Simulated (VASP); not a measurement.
Runs of VASP 6.6.1 on AlTlS3. The structure is that of space group P3m1 (No. 156), or close to it. The cells are those of the table. 

```tsv
task	cell	k mesh	cutoff (eV)	smearing	gap on the mesh (eV)	pressure (GPa)	largest force (eV/Å)
single point	a = 4.754, b = 4.754, c = 7.502 Å, angles 90.0, 90.0, 120.0°, 5 atoms	6 × 6 × 2	520	gaussian 0.1 eV	(b)	-9.7	1.15
single point	a = 3.714, b = 3.714, c = 9.978 Å, angles 90.0, 90.0, 120.0°, 5 atoms	6 × 6 × 2	520	gaussian 0.1 eV	0.40	-0.1	(a)
single point	a = 3.714, b = 3.714, c = 10.097 Å, angles 90.0, 90.0, 120.0°, 5 atoms	12 × 12 × 4	520	gaussian 0.02 eV	0.41	-0.1	0.01
relaxation of cell and atoms	relaxed from a = 4.754, b = 4.754, c = 7.502 Å, angles 90.0, 90.0, 120.0°, 5 atoms	6 × 6 × 2	600	gaussian 0.1 eV	0.36	0.1	0.03
```

Alike in all rows: level PBE; potentials or basis VASP PAW PBE potentials, release 64 (Al, Tl_d, S); no spin polarisation.

Q: Estimate the missing entries.

A: (a) 0.02; (b) none.

Caveats: some runs use coarse meshes; spin-orbit coupling is left out, which moves the levels of the heavy elements; this functional lacks dispersion, which binds the layers, so the pressure and a relaxed spacing across them are unreliable (some runs); forces of over 1 eV/Å act on the atoms, so gaps and moduli don't describe the material at rest (some runs).

A k mesh can miss the band edges, and the runs leave out spin-orbit coupling on Tl.
